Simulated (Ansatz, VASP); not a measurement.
# Two plane-wave programs on Y

The input INCAR:

```
SYSTEM = Y
  PREC = Accurate
  ENCUT = 520
  EDIFF = 1E-6
  ISMEAR = 0
  SIGMA = 0.15
  LREAL = .FALSE.
  LASPH = .TRUE.
  NELM = 60
  ALGO = Fast
  ISIF = 2
  LWAVE = .FALSE.
  LCHARG = .FALSE.
  GGA = PS
  NBANDS = 12
```

File KPOINTS:

```
regular mesh
0
G
  16 16 16
  0 0 0
```

File POSCAR:

```
Y
1.0
    0.0000000000      2.5844000000      2.3856000000
    2.5844000000      0.0000000000      2.3856000000
    2.5844000000      2.5844000000      0.0000000000
Y
1
Direct
    0.0000000000      0.0000000000      0.0000000000
```

Input for Ansatz:

```yaml
crystal:
  lattice:
    - [0.0, 2.5844, 2.3856]
    - [2.5844, 0.0, 2.3856]
    - [2.5844, 2.5844, 0.0]
  atoms:
    - { symbol: "Y", position: [0.0, 0.0, 0.0] }
basis:
  ecutwfc: 420
kpoints:
  mp_grid: { grid: [16, 16, 16] }
hamiltonian:
  xc: pbesol
scf:
  occupations: { method: gaussian, width: 0.15 }
output:
  forces: true
  stress: true
  eigenvalues: true
```

Change from the starting cell: strain +0.040 along x and y, -0.040 along z, atoms carried along.

Alike in both runs: task single point; functional PBEsol; k mesh 16 × 16 × 16; occupations gaussian, width 0.15 eV; no spin polarisation.

|  | VASP | Ansatz |
| --- | --- | --- |
| version | VASP 6.6.1 | Ansatz 0.2.0 |
| potentials or method | VASP PAW PBE potentials, release 64 (Y_sv), cutoff 520 eV | scalar-relativistic, plane waves, PAW |
| valence electrons in the cell | 11 | 11 |

|  | VASP | Ansatz | Ansatz less VASP |
| --- | --- | --- | --- |
| gap on the k mesh at the Fermi level (eV) | none | none | - |
| pressure (GPa) | -1.4 | -1.3 | +0.13 |
| traceless stress, the component that is largest in VASP (GPa) | 1.34 | 1.33 | -0.012 |

VASP's potentials were made for PBE, not for PBEsol. A gap of «none» marks a metal or a gap that the smearing closes.
